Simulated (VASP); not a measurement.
# Al (Fm-3m) in VASP: notebook

The runs below take Al through single point, with PBEsol+D3(BJ).

Program: VASP 6.6.1. These are calculated values, not measurements. Logs are shortened: lines on timing, memory, paths and dates and some standing lists are left out, and cuts for length are marked.

**1. The cell of the first run**

Symmetry: Fm-3m, No. 225, cubic system. The conventional cell has a = 4.048 Å, b = 4.048 Å, c = 4.048 Å, α = 90.00°, β = 90.00°, γ = 90.00°. Al (site symmetry m-3m) has 12 Al at 2.86 Å within 3.8 Å.

**2. Single point, PBEsol+D3(BJ)**

Input file INCAR:

```
  PREC = Accurate
  ENCUT = 520
  EDIFF = 1E-6
  ISMEAR = 0
  SIGMA = 0.15
  LREAL = False
  LASPH = True
  NELM = 100
  ALGO = Normal
  ISIF = 2
  LWAVE = False
  LCHARG = False
  GGA = PS
  IVDW = 12
  NBANDS = 8
```

Input file KPOINTS:

```
regular mesh
0
Gamma
  20 20 20
```

Input file POSCAR:

```
Al
1.0
    0.0000000000      2.0239800000      2.0239800000
    2.0239800000      0.0000000000      2.0239800000
    2.0239800000      2.0239800000      0.0000000000
Al
1
Direct
    0.0000000000      0.0000000000      0.0000000000
```

Potentials or basis: VASP PAW PBE potentials, release 64 (Al).

Started as:

```
$ cat potpaw_PBE.64/Al/POTCAR > POTCAR
$ mpirun -np 1 vasp_std > vasp.out
```

OUTCAR:

```text
PREC = Accurate
   ENCUT = 520
   EDIFF = 1E-6
   ISMEAR = 0
   LREAL = False
   LASPH = True
   NELM = 100
   ISIF = 2
   GGA = PS
   IVDW = 12
 IVDW          = 12

 ion  position               nearest neighbor table
   1  0.000  0.000  0.000-

  LATTYP: Found a face centered cubic cell.
 ALAT       =     4.0479600000

  Lattice vectors:

 A1 = (   0.0000000000,   2.0239800000,   2.0239800000)
 A2 = (   2.0239800000,   0.0000000000,   2.0239800000)
 A3 = (   2.0239800000,   2.0239800000,   0.0000000000)

Analysis of symmetry for initial positions (statically):
=====================================================================
 Subroutine PRICEL returns:
 Original cell was already a primitive cell.

 Routine SETGRP: Setting up the symmetry group for a
 face centered cubic supercell.

 Subroutine GETGRP returns: Found 48 space group operations
 (whereof 48 operations were pure point group operations)
 out of a pool of 48 trial point group operations.

The static configuration has the point symmetry O_h .

Analysis of symmetry for dynamics (positions and initial velocities):
=====================================================================
 Subroutine PRICEL returns:
 Original cell was already a primitive cell.

 Routine SETGRP: Setting up the symmetry group for a
 face centered cubic supercell.

 Subroutine GETGRP returns: Found 48 space group operations
 (whereof 48 operations were pure point group operations)
 out of a pool of 48 trial point group operations.

The dynamic configuration has the point symmetry O_h .

 Subroutine INISYM returns: Found 48 space group operations
 (whereof 48 operations are pure point group operations),
 and found     1 'primitive' translations

----------------------------------------------------------------------------------------

                                     Primitive cell

  volume of cell :      16.5824

  direct lattice vectors                    reciprocal lattice vectors
     0.000000000  2.023980000  2.023980000    -0.247038014  0.247038014  0.247038014
     2.023980000  0.000000000  2.023980000     0.247038014 -0.247038014  0.247038014
     2.023980000  2.023980000  0.000000000     0.247038014  0.247038014 -0.247038014

  length of vectors
     2.862339966  2.862339966  2.862339966     0.427882392  0.427882392  0.427882392

  position of ions in fractional coordinates (direct lattice)
     0.000000000  0.000000000  0.000000000

  ion indices of the primitive-cell ions
   primitive index   ion index
                 1           1

----------------------------------------------------------------------------------------

 KPOINTS: regular mesh

Automatic generation of k-mesh.
 Grid dimensions read from file:
 generate k-points for:   20   20   20

 Generating k-lattice:

  Cartesian coordinates                     Fractional coordinates (reciprocal lattice)
    -0.012351901  0.012351901  0.012351901     0.050000000  0.000000000  0.000000000
     0.012351901 -0.012351901  0.012351901     0.000000000  0.050000000  0.000000000
     0.012351901  0.012351901 -0.012351901     0.000000000  0.000000000  0.050000000

  Length of vectors
     0.021394120  0.021394120  0.021394120

  Shift w.r.t. Gamma in fractional coordinates (k-lattice)
     0.000000000  0.000000000  0.000000000

 Subroutine IBZKPT returns following result:
 ===========================================

 Found    256 irreducible k-points:

 Following reciprocal coordinates:
            Coordinates               Weight
  0.000000  0.000000  0.000000      1.000000
  0.050000  0.000000  0.000000      8.000000
  0.100000  0.000000  0.000000      8.000000
  0.150000  0.000000  0.000000      8.000000
  0.200000  0.000000  0.000000      8.000000
  0.250000  0.000000  0.000000      8.000000
[... 16 lines left out ...]
 -0.400000  0.050000  0.000000     24.000000
 -0.350000  0.050000  0.000000     24.000000
 [... further k-points ...]
   k-points           NKPTS =    256   k-points in BZ     NKDIM =    256   number of bands    NBANDS=      8
   number of dos      NEDOS =    301   number of ions     NIONS =      1
   total plane-waves  NPLWV =  13824
   dimension x,y,z NGX =    24 NGY =   24 NGZ =   24
   dimension x,y,z NGXF=    48 NGYF=   48 NGZF=   48
   ions per type =               1
   NGX,Y,Z   is equivalent  to a cutoff of  13.94, 13.94, 13.94 a.u.
   NGXF,Y,Z  is equivalent  to a cutoff of  27.88, 27.88, 27.88 a.u.
 SYSTEM =  unknown system
   PREC   = accura    normal or accurate (medium, high low for compatibility)
   ISTART =      0    job   : 0-new  1-cont  2-samecut
   ICHARG =      2    charge: 1-file 2-atom 10-const
   ISPIN  =      1    spin polarized calculation?
   LNONCOLLINEAR =      F non collinear calculations
   LSORBIT =      F    spin-orbit coupling
   LASPH  =      T    aspherical Exc in radial PAW
   ENCUT  =  520.0 eV  38.22 Ry    6.18 a.u.   5.32  5.32  5.32*2*pi/ulx,y,z
   NELM   =    100;   NELMIN=  2; NELMDL= -5     # of ELM steps
   EDIFF  = 0.1E-05   stopping-criterion for ELM
   LREAL  =      F    real-space projection
   EDIFFG = 0.1E-04   stopping-criterion for IOM
   NSW    =      0    number of steps for IOM
   IBRION =     -1    ionic relax: 0-MD 1-quasi-New 2-CG
   NFREE  =      0    steps in history (QN), initial steepest desc. (CG)
   ISIF   =      2    stress and relaxation
   ISYM   =      2    0-nonsym 1-usesym 2-fastsym
   POTIM  = 0.5000    time-step for ionic-motion
   TEBEG  =    0.0;   TEEND  =   0.0 temperature during run
   PSTRESS=    0.0 pullay stress
   NELECT =       3.0000    total number of electrons
   NUPDOWN=      -1.0000    fix difference up-down
   EMIN   =  10.00;   EMAX   =-10.00  energy-range for DOS
   EFERMI =   0.00;   METHOD = LEGACY
   ISMEAR =     0;   SIGMA  =   0.15  broadening in eV -4-tet -1-fermi 0-gaus
   EFERMI_NEDOS =   21; number of points for ismear=-14 and -15
   IALGO  =     38    algorithm
   IMIX   =      4    mixing-type and parameters
     AMIX     =   0.40;   BMIX     =  1.00
     AMIX_MAG =   1.60;   BMIX_MAG =  1.00
  volume/ion in A,a.u.               =      16.58       111.90
  Fermi-wavevector in a.u.,A,eV,Ry     =   0.925903  1.749704 11.664236  0.857297
  Thomas-Fermi vector in A             =   2.051808
   LORBIT       =      0    0 simple, 1 ext, 2 COOP (PROOUT), +10 PAW based schemes
   GGA     = PS    functional components
   LHFCALC =     F    Hartree Fock is set to
   AEXX    =    0.0000 exact exchange contribution
   IVDW    =    12    specifies the selected vdW correction
   LEPSILON=     F    determine dielectric tensor
   LRPA    =     F    only Hartree local field effects (RPA)
 non-spin polarized calculation
 Gauss-broadening in eV      SIGMA  =   0.15
  energy-cutoff  :      520.00
  volume of cell :       16.58
 maximum number of plane-waves:       460
 NGX is ok and might be reduce to    24
   NGX = 11   NGY = 11   NGZ = 11

 number of electron       3.0000000 magnetization

 Free energy of the ion-electron system (eV)
  ---------------------------------------------------
  ext. energy  EPLUGINS =         0.00000000
  ---------------------------------------------------
  free energy    TOTEN  =        -4.09167114 eV

  energy without entropy =       -4.08669327  energy(sigma->0) =       -4.08918221

 E-fermi :   7.9379     XC(G=0): -10.2389

 val. band max:        7.9180487040   @ k =  -0.3500   0.3500   0.0000
 cond. band min:       7.9653705155   @ k =  -0.4500   0.4000   0.0500
 fundamental gap:      0.0473218115
 Fermi energy:         7.9378917193

 k-point     1 :       0.0000    0.0000    0.0000
  band No.  band energies     occupation
      1      -3.1977      2.00000
      2      20.4653      0.00000
      3      20.4653      0.00000
      4      20.4653      0.00000
      5      21.9191      0.00000
      6      21.9191      0.00000
      7      21.9191      0.00000
      8      24.3445      0.00000

 k-point     2 :       0.0500    0.0000    0.0000
  band No.  band energies     occupation
      1      -3.1299      2.00000
      2      19.1608      0.00000
      3      20.1987      0.00000
      4      20.1987      0.00000
      5      22.2911      0.00000
      6      22.2911      0.00000
      7      22.4654      0.00000
      8      25.0551      0.00000

 k-point     3 :       0.1000    0.0000    0.0000
  band No.  band energies     occupation
      1      -2.9269      2.00000
      2      17.1868      0.00000
      3      19.7369      0.00000
      4      19.7369      0.00000
      5      22.5980      0.00000
      6      23.0511      0.00000
      7      23.0511      0.00000
      8      25.9378      0.00000

 k-point     4 :       0.1500    0.0000    0.0000
  band No.  band energies     occupation
      1      -2.5893      2.00000
      2      15.1730      0.00000
      3      19.3135      0.00000
      4      19.3135      0.00000
      5      22.4789      0.00000
      6      23.7857      0.00000
      7      23.7857      0.00000
      8      25.1348      0.00000

 k-point     5 :       0.2000    0.0000    0.0000
  band No.  band energies     occupation
      1      -2.1179      2.00000
      2      13.2077      0.00000
      3      18.9800      0.00000
      4      18.9800      0.00000
      5      22.3195      0.00000
      6      23.4592      0.00000
      7      23.4592      0.00000
      8      25.5411      0.00000

 k-point     6 :       0.2500    0.0000    0.0000
  band No.  band energies     occupation
      1      -1.5142      2.00000
      2      11.3211      0.00000
      3      18.7504      0.00000
      4      18.7504      0.00000
      5      22.1974      0.00000
      6      22.5787      0.00000
      7      22.5787      0.00000
      8      26.5869      0.00000

 k-point     7 :       0.3000    0.0000    0.0000
  band No.  band energies     occupation
      1      -0.7797      2.00000
      2       9.5279      0.00000
      3      18.6299      0.00000
      4      18.6299      0.00000
      5      21.7183      0.00000
      6      21.7183      0.00000
      7      22.1516      0.00000
      8      25.7131      0.00000
[... 133 lines left out ...]
 k-point    20 :       0.4500    0.0500    0.0000
  band No.  band energies     occupation
      1       1.8595      2.00000
      2       5.3183      2.00000
      3      17.8726      0.00000
      4      18.4393      0.00000
      5      19.2105      0.00000
      6      20.9796      0.00000
      7      23.3077      0.00000
      8      24.2557      0.00000

 k-point    21 :       0.5000    0.0500    0.0000
  band No.  band energies     occupation
      1       3.0456      2.00000
      2       3.9342      2.00000
      3      17.9482      0.00000
      4      18.1654      0.00000
      5      19.5149      0.00000
      6      20.4999      0.00000
      7      23.6178      0.00000
      8      23.7529      0.00000

 k-point    22 :      -0.4500    0.0500    0.0000
  band No.  band energies     occupation
      1       2.6399      2.00000
      2       4.3795      2.00000
      3      17.5728      0.00000
      4      18.5724      0.00000
      5      19.9342      0.00000
      6      20.1328      0.00000
      7      23.2806      0.00000
      8      24.1201      0.00000

 k-point    23 :      -0.4000    0.0500    0.0000
  band No.  band energies     occupation
      1       1.4887      2.00000
      2       5.8076      2.00000
      3      17.3138      0.00000
      4      19.0907      0.00000
      5      19.8815      0.00000
      6      20.4666      0.00000
      7      22.9694      0.00000
      8      24.6831      0.00000

 k-point    24 :      -0.3500    0.0500    0.0000
  band No.  band energies     occupation
      1       0.4581      2.00000
      2       7.3517      2.00000
      3      17.1715      0.00000
      4      19.6451      0.00000
      5      19.8197      0.00000
      6      21.1084      0.00000
      7      22.7718      0.00000
      8      25.3428      0.00000

 [... further k-points ...]

------------------------ aborting loop because EDIFF is reached ----------------------------------------

 Edisp (eV)   -0.31581

 E8    (eV) :    -0.2127

  FORCE on cell =-STRESS in cart. coord.  units (eV):
  Direction    XX          YY          ZZ          XY          YZ          ZX
  --------------------------------------------------------------------------------------
  -------------------------------------------------------------------------------------
  Total      -0.51507    -0.51507    -0.51507    -0.00000     0.00000    -0.00000
  in kB     -49.76519   -49.76519   -49.76519    -0.00000     0.00000    -0.00000
  external pressure =      -49.77 kB  Pullay stress =        0.00 kB

 VOLUME and BASIS-vectors are now :
 -----------------------------------------------------------------------------
  energy-cutoff  :      520.00
  volume of cell :       16.58
      direct lattice vectors                 reciprocal lattice vectors
     0.000000000  2.023980000  2.023980000    -0.247038014  0.247038014  0.247038014
     2.023980000  0.000000000  2.023980000     0.247038014 -0.247038014  0.247038014
     2.023980000  2.023980000  0.000000000     0.247038014  0.247038014 -0.247038014

 POSITION                                       TOTAL-FORCE (eV/Angst)
 -----------------------------------------------------------------------------------
      0.00000      0.00000      0.00000         0.000000      0.000000     -0.000000
 -----------------------------------------------------------------------------------
    total drift:                                0.000000     -0.000000     -0.000000

  FREE ENERGIE OF THE ION-ELECTRON SYSTEM (eV)
  ---------------------------------------------------
  free  energy   TOTEN  =        -4.4074762861 eV

  energy  without entropy=       -4.4024984120  energy(sigma->0) =       -4.40498735
```

It took 31 s on 1 thread of Intel Xeon 8259CL, shared host; peak memory 0.16 GiB.

What came out:

| Property | Result |
| --- | --- |
| Free energy | -4.4075 eV |
| Pressure | -5.0 GPa |
| Band gap on the k mesh | zero (an odd number of electrons rules out a gap without spin polarisation) |
| Dispersion energy per atom | -0.316 eV |

Levels at points of the mesh, in eV from the Fermi level:
```
           k point  band 1  band 2  band 3  band 4  band 5  band 6
(0.00, 0.00, 0.00)  -11.14   12.53   12.53   12.53   13.98   13.98
(0.50, 0.00, 0.00)   -4.61   -4.41   11.30   11.30   11.37   11.37
(0.50, 0.50, 0.00)   -2.95   -1.65    5.21    5.52    5.52    8.97
```

Caveat: the cell stands under tension; the PAW data sets were made with another functional, which shifts forces and pressure a little.

[end of part 1 of 2]
